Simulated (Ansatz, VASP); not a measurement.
Mo6F: VASP beside Ansatz

```
Mo F
1.0
     4.42684    0.00000    0.00000
    -2.21342    3.83376    0.00000
     0.00000    0.00000   21.66894
Mo F
6 1
Cartesian
  2.2134 1.2779 4.0000
  0.0000 2.5558 4.9036
  0.0000 0.0000 5.8073
  2.2134 1.2779 6.6686
  0.0000 2.5558 7.4751
  0.0000 0.0000 8.2689
  -0.4919 0.8519 10.7689
```

Alike in both runs: task single point; functional PBE; dispersion D3(BJ); k mesh 6 × 6 × 1; occupations gaussian, width 0.1 eV; no spin polarisation.

|  | VASP | Ansatz |
| --- | --- | --- |
| version | VASP 6.6.1 | Ansatz 0.2.0 |
| potentials or method | VASP PAW PBE potentials, release 64 (Mo_sv, F), cutoff 520 eV | scalar-relativistic, plane waves, PAW |
| valence electrons in the cell | 91 | 91 |

```csv
,VASP,Ansatz,Ansatz less VASP
gap on the k mesh at the Fermi level (eV),none,none,-
rms of the force components (eV/Å),1.199,1.193,-0.0067
```

Atom by atom the forces differ by 0.017 eV/Å (rms over components). A gap of «none» marks a metal or a gap that the smearing closes. Ansatz's warnings: dispersion switch in reach.
